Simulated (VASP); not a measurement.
# PbF2 (I4/mmm) in VASP: a series of runs

PbF2 is run at these levels: r2SCAN; tasks: single point.

All numbers are computed with VASP 6.6.1; they aren't measurements. Logs are shortened: lines on timing, memory, paths and dates and some standing lists are left out, and cuts for length are marked.

## (1) The cell of the first run

The structure is tetragonal, space group I4/mmm (No. 139). The conventional cell has a = 4.715 Å, b = 4.715 Å, c = 4.714 Å, α = 90.00°, β = 90.00°, γ = 90.00°. Pb (site symmetry 4/mmm) has 8 F at 2.64 Å within 3.5 Å. F (site symmetry -4m2) has 2 F at 2.36 Å and 4 Pb at 2.64 Å within 3.1 Å.

## (2) Single point, r2SCAN

POSCAR

```
PbF2
1.0
    0.0000000000      3.3337117321      2.3569341946
    3.3337117321      0.0000000000      2.3569341946
    3.3337117321      3.3337117321      0.0000000000
Pb F
1 2
Direct
    0.0000000000      0.0000000000      0.0000000000
    0.2500000000      0.2500000000      0.2500000000
    0.7500000000      0.7500000000      0.7500000000
```

INCAR.step1

```
PREC     = Accurate       # precision mode
ENCUT    = 520            # plane-wave cutoff, eV
ISMEAR   = 0              # smearing method
SIGMA    = 0.05           # smearing width, eV
LREAL    = F              # projectors in reciprocal space
LASPH    = T              # aspherical terms in the spheres
NELM     = 60             # most SCF steps
NBANDS   = 21             # bands
GGA      = PE             # functional
ALGO     = Normal         # electronic algorithm
EDIFF    = 1E-4           # SCF threshold, eV
LWAVE    = T              # write WAVECAR
LCHARG   = F              # write CHGCAR
```

INCAR.step2

```
PREC     = Accurate       # precision mode
ENCUT    = 520            # plane-wave cutoff, eV
EDIFF    = 1E-6           # SCF threshold, eV
ISMEAR   = 0              # smearing method
SIGMA    = 0.05           # smearing width, eV
LREAL    = F              # projectors in reciprocal space
LASPH    = T              # aspherical terms in the spheres
NELM     = 60             # most SCF steps
ALGO     = Normal         # electronic algorithm
ISIF     = 2              # what is computed and relaxed
LWAVE    = F              # write WAVECAR
LCHARG   = F              # write CHGCAR
METAGGA  = R2SCAN         # meta-GGA
LMIXTAU  = T            
NBANDS   = 21             # bands
ISTART   = 1
```

KPOINTS

```
regular mesh
0
Gamma
  8 8 8
```

Potentials or basis: VASP PAW PBE potentials, release 64 (Pb_d, F).

Started as:

```console
cat potpaw_PBE.64/Pb_d/POTCAR potpaw_PBE.64/F/POTCAR > POTCAR
cp INCAR.step1 INCAR
mpirun -np 1 vasp_std > vasp.out
cp INCAR.step2 INCAR
mpirun -np 1 vasp_std > vasp.out
```

OUTCAR:

```text
PREC = Accurate
   ENCUT = 520
   EDIFF = 1E-6
   ISMEAR = 0
   LREAL = F
   LASPH = T
   NELM = 60
   ISIF = 2
   METAGGA = R2SCAN
   ISTART = 1

 ion  position               nearest neighbor table
   1  0.000  0.000  0.000-   2 2.64   3 2.64   3 2.64   3 2.64   3 2.64   2 2.64   2 2.64   2 2.64

   2  0.250  0.250  0.250-   1 2.64   1 2.64   1 2.64   1 2.64
   3  0.750  0.750  0.750-   1 2.64   1 2.64   1 2.64   1 2.64

  LATTYP: Found a body centered tetragonal cell.
 ALAT       =     4.7145803446
 C/A-ratio  =     0.9998489886

  Lattice vectors:

 A1 = (   0.0000000000,  -3.3337117321,  -2.3569341946)
 A2 = (   0.0000000000,   3.3337117321,  -2.3569341946)
 A3 = (   3.3337117321,   0.0000000000,   2.3569341946)

Analysis of symmetry for initial positions (statically):
=====================================================================
 Subroutine PRICEL returns:
 Original cell was already a primitive cell.

 Routine SETGRP: Setting up the symmetry group for a
 body centered tetragonal supercell.

 Subroutine GETGRP returns: Found 16 space group operations
 (whereof 16 operations were pure point group operations)
 out of a pool of 16 trial point group operations.

The static configuration has the point symmetry D_4h.

Analysis of symmetry for dynamics (positions and initial velocities):
=====================================================================
 Subroutine PRICEL returns:
 Original cell was already a primitive cell.

 Routine SETGRP: Setting up the symmetry group for a
 body centered tetragonal supercell.

 Subroutine GETGRP returns: Found 16 space group operations
 (whereof 16 operations were pure point group operations)
 out of a pool of 16 trial point group operations.

The dynamic configuration has the point symmetry D_4h.

 Subroutine INISYM returns: Found 16 space group operations
 (whereof 16 operations are pure point group operations),
 and found     1 'primitive' translations

----------------------------------------------------------------------------------------

                                     Primitive cell

  volume of cell :      52.3882

  direct lattice vectors                    reciprocal lattice vectors
[... 83 lines left out ...]
   ISPIN  =      1    spin polarized calculation?
   LNONCOLLINEAR =      F non collinear calculations
   LSORBIT =      F    spin-orbit coupling
   LASPH  =      T    aspherical Exc in radial PAW
   ENCUT  =  520.0 eV  38.22 Ry    6.18 a.u.   7.59  7.59  8.77*2*pi/ulx,y,z
   NELM   =     60;   NELMIN=  2; NELMDL=  0     # of ELM steps
   EDIFF  = 0.1E-05   stopping-criterion for ELM
   LREAL  =      F    real-space projection
   EDIFFG = 0.1E-04   stopping-criterion for IOM
   NSW    =      0    number of steps for IOM
   IBRION =     -1    ionic relax: 0-MD 1-quasi-New 2-CG
   NFREE  =      0    steps in history (QN), initial steepest desc. (CG)
   ISIF   =      2    stress and relaxation
   ISYM   =      2    0-nonsym 1-usesym 2-fastsym
   POTIM  = 0.5000    time-step for ionic-motion
   TEBEG  =    0.0;   TEEND  =   0.0 temperature during run
   PSTRESS=    0.0 pullay stress
   NELECT =      28.0000    total number of electrons
   NUPDOWN=      -1.0000    fix difference up-down
   EMIN   =  10.00;   EMAX   =-10.00  energy-range for DOS
   EFERMI =   0.00;   METHOD = LEGACY
   ISMEAR =     0;   SIGMA  =   0.05  broadening in eV -4-tet -1-fermi 0-gaus
   EFERMI_NEDOS =   21; number of points for ismear=-14 and -15
   IALGO  =     38    algorithm
   IMIX   =      4    mixing-type and parameters
     AMIX     =   0.40;   BMIX     =  1.00
     AMIX_MAG =   1.60;   BMIX_MAG =  1.00
  volume/ion in A,a.u.               =      17.46       117.84
  Fermi-wavevector in a.u.,A,eV,Ry     =   1.328566  2.510625 24.015460  1.765086
  Thomas-Fermi vector in A             =   2.457794
   LORBIT       =      0    0 simple, 1 ext, 2 COOP (PROOUT), +10 PAW based schemes
   METAGGA = R2SCAN    functional components
   LHFCALC =     F    Hartree Fock is set to
   AEXX    =    0.0000 exact exchange contribution
   IVDW    =     0    specifies the selected vdW correction
   LEPSILON=     F    determine dielectric tensor
   LRPA    =     F    only Hartree local field effects (RPA)
 non-spin polarized calculation
 Gauss-broadening in eV      SIGMA  =   0.05
  energy-cutoff  :      520.00
  volume of cell :       52.39
 maximum number of plane-waves:      1437
   NGX = 15   NGY = 15   NGZ = 17

 number of electron      28.0000003 magnetization

 Free energy of the ion-electron system (eV)
  ---------------------------------------------------
  ext. energy  EPLUGINS =         0.00000000
  ---------------------------------------------------
  free energy    TOTEN  =       -69.31032304 eV

  energy without entropy =      -69.31032304  energy(sigma->0) =      -69.31032304

 E-fermi :   2.1320     XC(G=0): -10.0440

 val. band max:        1.8492598128   @ k =   0.5000   0.5000   0.0000
 cond. band min:       5.1871213557   @ k =   0.2500   0.2500   0.0000
 fundamental gap:      3.3378615429
 Fermi energy:         2.1319743744

 k-point     1 :       0.0000    0.0000    0.0000
  band No.  band energies     occupation
      1     -20.5271      2.00000
      2     -19.5173      2.00000
      3     -13.7611      2.00000
      4     -13.7611      2.00000
      5     -13.7354      2.00000
      6     -13.6629      2.00000
[... 565 lines left out ...]
     20      15.7999      0.00000
     21      18.9133      0.00000

 [... further k-points ...]

------------------------ aborting loop because EDIFF is reached ----------------------------------------

  FORCE on cell =-STRESS in cart. coord.  units (eV):
  Direction    XX          YY          ZZ          XY          YZ          ZX
  --------------------------------------------------------------------------------------
  -------------------------------------------------------------------------------------
  Total       -3.6605514     -3.6605514      5.0297943      0.0000000      0.0000000     -0.0000000
  in kB     -111.9498584   -111.9498584    153.8251207      0.0000000      0.0000000     -0.0000000
  external PRESSURE =     -23.3581987 kB  Pullay stress =       0.0000000 kB

 VOLUME and BASIS-vectors are now :
 -----------------------------------------------------------------------------
  energy-cutoff  :      520.00
  volume of cell :       52.39
      direct lattice vectors                 reciprocal lattice vectors
     0.000000000  3.333711732  2.356934195    -0.149982974  0.149982974  0.212139991
     3.333711732  0.000000000  2.356934195     0.149982974 -0.149982974  0.212139991
     3.333711732  3.333711732  0.000000000     0.149982974  0.149982974 -0.212139991

 POSITION                                       TOTAL-FORCE (eV/Angst)
 -----------------------------------------------------------------------------------
      0.00000      0.00000      0.00000         0.000000      0.000000      0.000000
      1.66686      1.66686      1.17847        -0.000000     -0.000000     -0.000000
      5.00057      5.00057      3.53540         0.000000      0.000000      0.000000
 -----------------------------------------------------------------------------------
    total drift:                                0.000000     -0.000000      0.000000

  FREE ENERGIE OF THE ION-ELECTRON SYSTEM (eV)
  ---------------------------------------------------
  free  energy   TOTEN  =       -69.3103230375 eV

  energy  without entropy=      -69.3103230375  energy(sigma->0) =      -69.31032304
```

OSZICAR.step1:

```text
N       E                     dE             d eps       ncg     rms          rms(c)
DAV:   1     0.300613424690E+03    0.30061E+03   -0.14610E+04  2486   0.151E+03
DAV:   2     0.123798745594E+02   -0.28823E+03   -0.26915E+03  2660   0.430E+02
DAV:   3    -0.151775473673E+02   -0.27557E+02   -0.27189E+02  2947   0.140E+02
DAV:   4    -0.159619208260E+02   -0.78437E+00   -0.78396E+00  2822   0.248E+01
DAV:   5    -0.159883915398E+02   -0.26471E-01   -0.26469E-01  3236   0.472E+00    0.849E+00
DAV:   6    -0.135856552057E+02    0.24027E+01   -0.10741E+01  3372   0.242E+01    0.293E+00
DAV:   7    -0.135461588603E+02    0.39496E-01   -0.57998E-01  2658   0.434E+00    0.171E+00
DAV:   8    -0.135147141230E+02    0.31445E-01   -0.16849E-01  2816   0.398E+00    0.589E-01
DAV:   9    -0.135114006223E+02    0.33135E-02   -0.29057E-02  3003   0.112E+00    0.131E-01
DAV:  10    -0.135127781448E+02   -0.13775E-02   -0.35973E-03  2571   0.576E-01    0.558E-02
DAV:  11    -0.135126610544E+02    0.11709E-03   -0.32313E-04  2806   0.171E-01    0.227E-02
DAV:  12    -0.135126632955E+02   -0.22411E-05   -0.11463E-04  2061   0.997E-02
   1 F= -.13512663E+02 E0= -.13512663E+02  d E =-.121534E-17
```

Wall time 4.9 min (1 thread of AMD EPYC 7R43 (Zen 3), shared host); peak memory 0.18 GiB.

Results:

- Free energy: -69.3103 eV
- Pressure: -2.3 GPa
- Band gap on the k mesh: 3.34 eV (least direct gap 3.91 eV)

Stress tensor (GPa, compression positive):
```
-11.19   0.00   0.00
  0.00 -11.19   0.00
  0.00   0.00  15.38
```

Caveat: the PAW data sets were made with another functional, which shifts forces and pressure a little; spin-orbit coupling is left out, which moves the levels of the heavy elements. A k mesh can miss the band edges.

## (3) Single point, r2SCAN

This run uses another cell than the first one, of the same volume but with other edges.

POSCAR

```
PbF2
1.0
    0.0000000000      2.6459687553      3.7413998199
    2.6459687553      0.0000000000      3.7413998199
    2.6459687553      2.6459687553      0.0000000000
Pb F
1 2
Direct
    0.0000000000      0.0000000000      0.0000000000
    0.2500000000      0.2500000000      0.2500000000
    0.7500000000      0.7500000000      0.7500000000
```

INCAR.step1

```
ALGO     = Normal         # electronic algorithm
EDIFF    = 1E-4           # SCF threshold, eV
ENCUT    = 520            # plane-wave cutoff, eV
GGA      = PE             # functional
ISMEAR   = 0              # smearing method
LASPH    = True           # aspherical terms in the spheres
LCHARG   = False          # write CHGCAR
LREAL    = False          # projectors in reciprocal space
LWAVE    = True           # write WAVECAR
NBANDS   = 21             # bands
NELM     = 100            # most SCF steps
PREC     = Accurate       # precision mode
SIGMA    = 0.05           # smearing width, eV
```

INCAR.step2

```
ALGO     = Normal         # electronic algorithm
EDIFF    = 1E-7           # SCF threshold, eV
ENCUT    = 520            # plane-wave cutoff, eV
ISIF     = 2              # what is computed and relaxed
ISMEAR   = 0              # smearing method
ISTART   = 1            
LASPH    = True           # aspherical terms in the spheres
LCHARG   = False          # write CHGCAR
LMIXTAU  = True         
LREAL    = False          # projectors in reciprocal space
LWAVE    = False          # write WAVECAR
METAGGA  = R2SCAN         # meta-GGA
NBANDS   = 21             # bands
NELM     = 100            # most SCF steps
PREC     = Accurate       # precision mode
SIGMA    = 0.05           # smearing width, eV
```

KPOINTS

```
k-points
0
Gamma
  8 8 8
```

Potentials or basis: VASP PAW PBE potentials, release 64 (Pb_d, F).

Started as:

```console
cat potpaw_PBE.64/Pb_d/POTCAR potpaw_PBE.64/F/POTCAR > POTCAR
cp INCAR.step1 INCAR
mpirun -np 1 vasp_std > vasp.out
cp INCAR.step2 INCAR
mpirun -np 1 vasp_std > vasp.out
```

It took 8.8 min on 1 thread of AMD EPYC 7R43 (Zen 3), shared host; peak memory 0.19 GiB.

Results (log left out):

| Property | Result |
| --- | --- |
| Free energy | -69.2698 eV |
| Pressure | -4.5 GPa |
| Band gap on the k mesh | 3.13 eV (least direct gap 3.78 eV) |

Stress tensor (GPa, compression positive):
```
  4.79   0.00   0.00
  0.00   4.79   0.00
  0.00   0.00 -22.95
```

Levels at points of the mesh, in eV from the valence-band top:
| k point | band 10 | band 11 | band 12 | band 13 | band 14 | band 15 | band 16 | band 17 | band 18 | band 19 |
| --- | --- | --- | --- | --- | --- | --- | --- | --- | --- | --- |
| (0.00, 0.00, 0.00) | -2.54 | -2.54 | -2.06 | -0.97 | -0.97 | 6.64 | 6.64 | 8.07 | 10.50 | 13.75 |
| (0.50, 0.00, 0.00) | -2.49 | -2.17 | -2.00 | -1.76 | -0.52 | 3.30 | 7.87 | 8.15 | 13.12 | 13.51 |
| (0.50, 0.50, 0.00) | -2.99 | -1.96 | -0.85 | -0.85 | 0.00 | 5.20 | 7.76 | 7.76 | 9.21 | 12.89 |
| (0.50, 0.00, 0.50) | -3.45 | -2.14 | -1.31 | -0.67 | -0.65 | 3.13 | 5.59 | 8.30 | 8.42 | 14.60 |

Caveat: the cell stands under tension; the PAW data sets were made with another functional, which shifts forces and pressure a little; spin-orbit coupling is left out, which moves the levels of the heavy elements.

## (4) Single point, r2SCAN

This run uses another cell than the first one, of the same volume but with other edges.

POSCAR

```
PbF2
1.0
    0.0000000000      3.1351732101      2.6648972286
    3.1351732101      0.0000000000      2.6648972286
    3.1351732101      3.1351732101      0.0000000000
Pb F
1 2
Direct
    0.0000000000      0.0000000000      0.0000000000
    0.2500000000      0.2500000000      0.2500000000
    0.7500000000      0.7500000000      0.7500000000
```

INCAR.step1

```
SYSTEM = PbF2
PREC     = Accurate       ! precision mode
ENCUT    = 520            ! plane-wave cutoff, eV
ISMEAR   = 0              ! smearing method
SIGMA    = 0.05           ! smearing width, eV
LREAL    = .FALSE.        ! projectors in reciprocal space
LASPH    = .TRUE.         ! aspherical terms in the spheres
NELM     = 80             ! most SCF steps
NBANDS   = 21             ! bands
GGA      = PE             ! functional
ALGO     = Normal         ! electronic algorithm
EDIFF    = 1E-4           ! SCF threshold, eV
LWAVE    = .TRUE.         ! write WAVECAR
LCHARG   = .FALSE.        ! write CHGCAR
```

INCAR.step2

```
SYSTEM = PbF2
PREC     = Accurate       ! precision mode
ENCUT    = 520            ! plane-wave cutoff, eV
EDIFF    = 1E-6           ! SCF threshold, eV
ISMEAR   = 0              ! smearing method
SIGMA    = 0.05           ! smearing width, eV
LREAL    = .FALSE.        ! projectors in reciprocal space
LASPH    = .TRUE.         ! aspherical terms in the spheres
NELM     = 80             ! most SCF steps
ALGO     = Normal         ! electronic algorithm
ISIF     = 2              ! what is computed and relaxed
LWAVE    = .FALSE.        ! write WAVECAR
LCHARG   = .TRUE.         ! write CHGCAR
METAGGA  = R2SCAN         ! meta-GGA
LMIXTAU  = .TRUE.       
LELF     = .TRUE.         ! ELF
LVHAR    = .TRUE.       
NBANDS   = 21             ! bands
ISTART   = 1
```

KPOINTS

```
regular mesh
0
G
  8 8 8
  0 0 0
```

Started as:

```console
cat potpaw_PBE.64/Pb_d/POTCAR potpaw_PBE.64/F/POTCAR > POTCAR
cp INCAR.step1 INCAR
mpirun -np 1 vasp_std > vasp.out
cp INCAR.step2 INCAR
mpirun -np 1 vasp_std > vasp.out
```

It took 7.5 min on 1 thread of AMD EPYC 7R43 (Zen 3), shared host; peak memory 0.2 GiB.

It converged, with:

| Property | Result |
| --- | --- |
| Free energy | -69.9999 eV |
| Pressure | -1.5 GPa |
| Band gap on the k mesh | 4.21 eV (least direct gap 4.78 eV) |

Stress tensor (GPa, compression positive):
```
-4.63  0.00  0.00
 0.00 -4.63  0.00
 0.00  0.00  4.87
```

Levels at points of the mesh, in eV from the valence-band top:
```tsv
k point	band 11	band 12	band 13	band 14	band 15	band 16	band 17	band 18
(0.00, 0.00, 0.00)	-2.62	-2.60	-2.60	-1.45	6.58	7.36	7.36	10.45
(0.50, 0.00, 0.00)	-2.68	-2.52	-2.31	-0.35	4.80	7.79	8.01	13.31
(0.50, 0.50, 0.00)	-1.96	-1.96	-1.25	-1.12	4.42	7.89	7.89	8.93
(0.50, 0.00, 0.50)	-2.14	-2.00	-1.25	-0.19	4.59	7.56	8.59	8.80
```

Caveat: the PAW data sets were made with another functional, which shifts forces and pressure a little; spin-orbit coupling is left out, which moves the levels of the heavy elements. A k mesh can miss the band edges.

## (5) Overview

```tsv
cell	gap on the mesh (eV)	pressure (GPa)
a = 4.083, b = 4.083, c = 4.715 Å, angles 54.7, 54.7, 70.5°, 3 atoms	3.34	-2.3
a = 4.582, b = 4.582, c = 3.742 Å, angles 65.9, 65.9, 48.2°, 3 atoms	3.13	-4.5
a = 4.115, b = 4.115, c = 4.434 Å, angles 57.4, 57.4, 65.2°, 3 atoms	4.21	-1.5
```

Alike in all rows: task single point; level r2SCAN; potentials or basis VASP PAW PBE potentials, release 64 (Pb_d, F); no spin polarisation; k mesh 8 × 8 × 8; cutoff (eV) 520; smearing gaussian 0.05 eV.

Caveats: the PAW data sets were made with another functional, which shifts forces and pressure a little; spin-orbit coupling is left out, which moves the levels of the heavy elements; the cell stands under tension (at least some runs).

Absolute energies hang on the potentials; compare differences alone.
